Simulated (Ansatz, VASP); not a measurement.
# Two plane-wave programs on InGaTe3

The input INCAR:

```
SYSTEM = InGaTe3
  ALGO = Normal
  EDIFF = 1E-6
  ENCUT = 520
  GGA = PE
  ISIF = 2
  ISMEAR = 0
  LASPH = .True.
  LCHARG = .True.
  LELF = .True.
  LREAL = .False.
  LVHAR = .True.
  LWAVE = .False.
  NBANDS = 30
  NELM = 60
  PREC = Accurate
  SIGMA = 0.1
```

Contents of KPOINTS:

```
k-points
0
Gamma
  4 4 4
  0 0 0
```

The input POSCAR:

```
InGaTe3
1.0
    5.2075537800      0.0000000000      0.0000000000
    0.0000000000      5.2075537800      0.0000000000
    0.0000000000      0.0000000000      5.2075537800
In Ga Te
1 1 3
Direct
    0.0000000000      0.0000000000      0.0000000000
    0.5000000000      0.5000000000      0.5000000000
    0.5000000000      0.0000000000      0.0000000000
    0.0000000000      0.5000000000      0.0000000000
    0.0000000000      0.0000000000      0.5000000000
```

Input for Ansatz:

```yaml
crystal:
  lattice:
    - [5.20755378, 0.0, 0.0]
    - [0.0, 5.20755378, 0.0]
    - [0.0, 0.0, 5.20755378]
  atoms:
    - { symbol: In, position: [0.0, 0.0, 0.0] }
    - { symbol: Ga, position: [0.5, 0.5, 0.5] }
    - { symbol: Te, position: [0.5, 0.0, 0.0] }
    - { symbol: Te, position: [0.0, 0.5, 0.0] }
    - { symbol: Te, position: [0.0, 0.0, 0.5] }
basis:
  ecutwfc: 420
kpoints:
  mp_grid: { grid: [4, 4, 4] }
hamiltonian:
  xc: pbe
scf:
  occupations: { method: gaussian, width: 0.1 }
  lower_state_search: "off"
output:
  forces: true
  stress: true
  eigenvalues: true
```

Alike in both runs: task single point; functional PBE; k mesh 4 × 4 × 4; occupations gaussian, width 0.1 eV; no spin polarisation.

```csv
,VASP,Ansatz
version,VASP 6.6.1,Ansatz 0.2.0
potentials or method,"VASP PAW PBE potentials, release 64 (In_d, Ga_d, Te), cutoff 520 eV","scalar-relativistic, plane waves, PAW"
valence electrons in the cell,44,74
```

|  | VASP | Ansatz | Ansatz less VASP |
| --- | --- | --- | --- |
| gap on the k mesh at the Fermi level (eV) | none | none | - |
| pressure (GPa) | 15.7 | 15.7 | +0.02 |

A gap of «none» marks a metal or a gap that the smearing closes. VASP's potentials hold 44 valence electrons a cell and Ansatz's 74, so a difference there can come from the potentials and not from the codes.

Neither program's run includes spin-orbit coupling.
